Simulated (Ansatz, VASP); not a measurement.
**One calculation of AlNi, two programs**

The input INCAR:

```
SYSTEM = AlNi
  ALGO = Fast
  EDIFF = 1E-7
  ENCUT = 520
  GGA = PS
  ISIF = 2
  ISMEAR = 0
  LASPH = .True.
  LCHARG = .False.
  LREAL = .False.
  LWAVE = .False.
  NBANDS = 14
  NELM = 60
  PREC = Accurate
  SIGMA = 0.15
```

KPOINTS

```
k-points
0
Gamma
  16 16 16
  0 0 0
```

File POSCAR:

```
AlNi
1.0
    2.8855765085      0.0000000000      0.0000000000
    0.0000000000      2.8855765085      0.0000000000
    0.0000000000      0.0000000000      2.8855765085
Al Ni
1 1
Direct
    0.0000000000      0.0000000000     -0.0265564957
    0.5000000000      0.5000000000      0.5122081036
```

Input for Ansatz:

```yaml
crystal:
  lattice:
    - [2.8855765085, 0.0, 0.0]
    - [0.0, 2.8855765085, 0.0]
    - [0.0, 0.0, 2.8855765085]
  atoms:
    - { symbol: Al, position: [0.0, 0.0, -0.0265564957] }
    - { symbol: Ni, position: [0.5, 0.5, 0.5122081036] }
basis:
  ecutwfc: 520.0
kpoints:
  mp_grid: { grid: [16, 16, 16] }
hamiltonian:
  xc: pbesol
  pseudopotentials: { kind: paw, azcp: { folder: soft_1 } }
scf:
  occupations: { method: gaussian, width: 0.15 }
output:
  forces: true
  stress: true
  eigenvalues: true
```

Change from the starting cell: mode 6 frozen in at -0.076 Å, equal normal strain along x, y and z +0.0083.

Alike in both runs: task single point; functional PBEsol; k mesh 16 × 16 × 16; occupations gaussian, width 0.15 eV; no spin polarisation.

|  | VASP | Ansatz |
| --- | --- | --- |
| version | VASP 6.6.1 | Ansatz 0.2.0 |
| potentials or method | VASP PAW PBE potentials, release 64 (Al, Ni), cutoff 520 eV | scalar-relativistic, plane waves, PAW |
| valence electrons in the cell | 13 | 21 |

```tsv
	VASP	Ansatz	Ansatz less VASP
gap on the k mesh at the Fermi level (eV)	none	none	-
pressure (GPa)	-3.1	-3.2	-0.19
traceless stress, the component that is largest in VASP (GPa)	-0.38	-0.37	+0.005
rms of the force components (eV/Å)	0.366	0.363	-0.0029
```

VASP's potentials were made for PBE, not for PBEsol, and Ansatz warns of the same on its side. Atom by atom the forces differ by 0.003 eV/Å (rms over components). A gap of «none» marks a metal or a gap that the smearing closes. VASP's potentials hold 13 valence electrons a cell and Ansatz's 21, so a difference there can come from the potentials and not from the codes.
